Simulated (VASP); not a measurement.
Wanted: the native input for a VASP 6.6.1 run.

```yaml
Task: single point
Functional: PBE
Potentials_or_basis: VASP PAW PBE potentials, release 64 (C)
Cutoff: 520 eV
k_mesh: 10 × 10 × 2
Occupations: gaussian, width 0.05 eV
Spin: no spin polarisation
Dipole_correction: no
Further_INCAR_settings: ALGO = Normal; EDIFF = 1e-07; NBANDS = 36
```

The structure of C lies in POSCAR:

```
C
1.0
    1.7857375322     -1.7857375322      0.0000000000
    1.7857375322      0.0000000000     -1.7857375322
    7.4404540017      6.9941981924      6.9941981924
C
12
Direct
    0.6441034733      0.6441034733      0.2708666667
   -0.0086798600     -0.0086798600      0.1042000000
    0.2968868067      0.2968868067      0.4375333333
    0.6024534733      0.6024534733      0.7708666667
    0.9496701400      0.9496701400      0.6042000000
    0.2552368067      0.2552368067      0.9375333333
    0.6336909733      0.6336909733      0.3958666667
    0.9809076400      0.9809076400      0.2292000000
    0.2864743067      0.2864743067      0.5625333333
    0.5920409733      0.5920409733      0.8958666667
   -0.0607423600     -0.0607423600      0.7292000000
    0.3281243067      0.3281243067      0.0625333333
```

These files were run (other wordings do the same):

INCAR

```
SYSTEM = C
PREC = Accurate
ENCUT = 520
EDIFF = 1E-7
ISMEAR = 0
SIGMA = 0.05
LREAL = .FALSE.
LASPH = .TRUE.
NELM = 80
ALGO = Normal
ISIF = 2
LWAVE = .FALSE.
LCHARG = .FALSE.
GGA = PE
NBANDS = 36
```

KPOINTS

```
regular mesh
0
G
  10 10 2
  0 0 0
```

Potentials or basis: VASP PAW PBE potentials, release 64 (C).

Launch:

```bash
$ cat potpaw_PBE.64/C/POTCAR > POTCAR
$ mpirun -np 1 vasp_std > vasp.out
```

It gave:

```yaml
Pressure: 0.7 GPa
Largest_force: 2.614 eV/Å
Band_gap_on_the_k_mesh: 3.58 eV, indirect (least direct gap 5.11 eV)
```

Caveat: forces of over 1 eV/Å act on the atoms, so gaps and moduli don't describe the material at rest.

It took 2.7 min on 1 thread of Intel(R) Xeon(R) Platinum 8488C (Sapphire Rapids) (shared host), peak memory 0.22 GiB.
